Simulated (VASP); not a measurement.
The system is CoSi2.

```
CELL_PARAMETERS angstrom
0.00000 2.75860 2.75860
2.75860 0.00000 2.75860
2.75860 2.75860 0.00000
ATOMIC_POSITIONS crystal
Co 0.00000 0.00000 0.00000
Si 0.25000 0.25000 0.25000
Si 0.75000 0.75000 0.75000
```

Base run:

```yaml
Program: VASP 6.6.1
Functional: PBEsol
Potentials_or_basis: VASP PAW PBE potentials, release 64 (Co, Si)
Cutoff: 520 eV
k_mesh: 14 × 14 × 14
Occupations: gaussian, width 0.15 eV
Spin: collinear spin, ferromagnetic start
Starting_moments: "[0.825, 0.0, 0.0] μB"
Fixed_moment: 0.825 μB
```

Its results: pressure -14.4 GPa; site moments Co +0.52; Si +0.06 μB.

**Question.** The run is repeated on the same cell with these changes: fixed moment from 0.825 μB to 1.375 μB; moments at the start from [0.82, 0.0, 0.0] to [1.38, 0.0, 0.0]. What comes out?

**Answer.** Pressure -9.9 GPa; site moments Co +0.90; Si +0.10 μB.

Caveats: the PAW data sets were made with another functional, which shifts forces and pressure a little; the total moment is fixed, so each spin has its own Fermi level.
